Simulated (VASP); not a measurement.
## SrTiO3: single point with r2SCAN

The system is SrTiO3.

```
Sr Ti O
1.0
     3.90685    0.00000    0.00000
     0.00000    3.90685    0.00000
     0.00000    0.00000    3.90685
Sr Ti O
1 1 3
Direct
  0.50000 0.50000 0.50000
  0.00000 0.00000 0.00000
  0.50000 0.00000 0.00000
  0.00000 0.50000 0.00000
  0.00000 0.00000 0.50000
```

```json
{
  "Program": "VASP 6.6.1",
  "Task": "single point",
  "Functional": "r2SCAN",
  "Potentials or basis": "VASP PAW PBE potentials, release 64 (Sr_sv, Ti_sv, O)",
  "Cutoff": "520 eV",
  "k mesh": "8 × 8 × 8",
  "Occupations": "fermi-dirac, width 0.08 eV",
  "Spin": "no spin polarisation",
  "Dipole correction": "no",
  "Further INCAR settings": "ALGO = Normal; EDIFF = 1e-07; NBANDS = 28"
}
```

| Property | Result |
| --- | --- |
| Pressure | 0.9 GPa |
| Band gap on the k mesh | 2.27 eV (least direct gap 2.66 eV) |

Levels at points of the mesh, in eV from the valence-band top:
```tsv
k point	band 16	band 17	band 18	band 19	band 20	band 21	band 22	band 23	band 24	band 25
(0.00, 0.00, 0.00)	-1.21	-1.21	-0.38	-0.38	-0.38	2.27	2.27	2.27	4.59	4.59
(0.50, 0.00, 0.00)	-2.36	-2.36	-2.00	-0.77	-0.77	2.44	4.17	4.17	4.60	6.92
(0.50, 0.50, 0.00)	-2.85	-1.79	-1.61	-1.61	-0.09	4.18	4.18	4.66	5.63	8.56
(0.50, 0.50, 0.50)	-3.79	-3.79	0.00	0.00	0.00	4.88	4.88	4.88	7.63	7.63
```

Wall time 2.5 min on 1 thread of Intel(R) Xeon(R) 6975P-C (Granite Rapids), on a shared host, peak memory 0.21 GiB.

Caveat: the PAW data sets were made with another functional, which shifts forces and pressure a little. A k mesh can miss the band edges.
